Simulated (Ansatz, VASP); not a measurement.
**C in VASP and in Ansatz**

INCAR

```
SYSTEM = C
PREC = Accurate
ENCUT = 520
EDIFF = 1E-6
ISMEAR = 0
SIGMA = 0.05
LREAL = .False.
LASPH = .True.
NELM = 100
ALGO = Normal
ISIF = 2
LWAVE = .False.
LCHARG = .False.
GGA = PE
IVDW = 12
NBANDS = 31
```

Contents of KPOINTS:

```
Automatic mesh
0
Gamma
  7 11 3
  0 0 0
```

The input POSCAR:

```
C
1.0
    0.0000000000      1.4231666446     -3.3613878322
   -2.4649969361      0.0000000000      0.0000000000
    3.4920789928     12.3968823729      1.0598793966
C
10
Direct
   -0.0727283507      0.6201579811      0.7201115161
    0.7176723994      0.6784427962      0.0553713855
    0.7700722118      0.4138715924      0.2215564182
   -0.1775279757      1.1493003886      0.3877414508
   -0.1251281632      0.8847291849      0.5539264834
    0.7347274131      0.2569860000      0.1108136471
   -0.2128727744      0.9924147963      0.2769986797
   -0.1604729619      0.7278435925      0.4431837123
   -0.1080731494      1.4632723887      0.6093687450
   -0.0556733369      1.1987011849      0.7755537776
```

Input for Ansatz:

```yaml
crystal:
  lattice:
    - [0.0, 1.4231666446, -3.3613878322]
    - [-2.4649969361, 0.0, 0.0]
    - [3.4920789928, 12.3968823729, 1.0598793966]
  atoms:
    - { symbol: C, position: [-0.0727283507, 0.6201579811, 0.7201115161] }
    - { symbol: C, position: [0.7176723994, 0.6784427962, 0.0553713855] }
    - { symbol: C, position: [0.7700722118, 0.4138715924, 0.2215564182] }
    - { symbol: C, position: [-0.1775279757, 1.1493003886, 0.3877414508] }
    - { symbol: C, position: [-0.1251281632, 0.8847291849, 0.5539264834] }
    - { symbol: C, position: [0.7347274131, 0.256986, 0.1108136471] }
    - { symbol: C, position: [-0.2128727744, 0.9924147963, 0.2769986797] }
    - { symbol: C, position: [-0.1604729619, 0.7278435925, 0.4431837123] }
    - { symbol: C, position: [-0.1080731494, 1.4632723887, 0.609368745] }
    - { symbol: C, position: [-0.0556733369, 1.1987011849, 0.7755537776] }
basis:
  ecutwfc: 520.0
kpoints:
  mp_grid: { grid: [7, 11, 3] }
hamiltonian:
  xc: pbe
  dispersion: d3bj
scf:
  occupations: { method: gaussian, width: 0.05 }
output:
  forces: true
  stress: true
  eigenvalues: true
```

Alike in both runs: task single point; functional PBE; dispersion D3(BJ); k mesh 7 × 11 × 3; occupations gaussian, width 0.05 eV; no spin polarisation.

|  | VASP | Ansatz |
| --- | --- | --- |
| version | VASP 6.6.1 | Ansatz 0.2.0 |
| potentials or method | VASP PAW PBE potentials, release 64 (C), cutoff 520 eV | scalar-relativistic, plane waves, PAW |
| valence electrons in the cell | 40 | 40 |

```tsv
	VASP	Ansatz	Ansatz less VASP
gap on the k mesh at the Fermi level (eV)	none	none	-
pressure (GPa)	-1.9	-2.3	-0.35
traceless stress, the component that is largest in VASP (GPa)	-1.44	-1.61	-0.166
rms of the force components (eV/Å)	0.730	0.732	+0.0022
```

Atom by atom the forces differ by 0.012 eV/Å (rms over components). A gap of «none» marks a metal or a gap that the smearing closes.
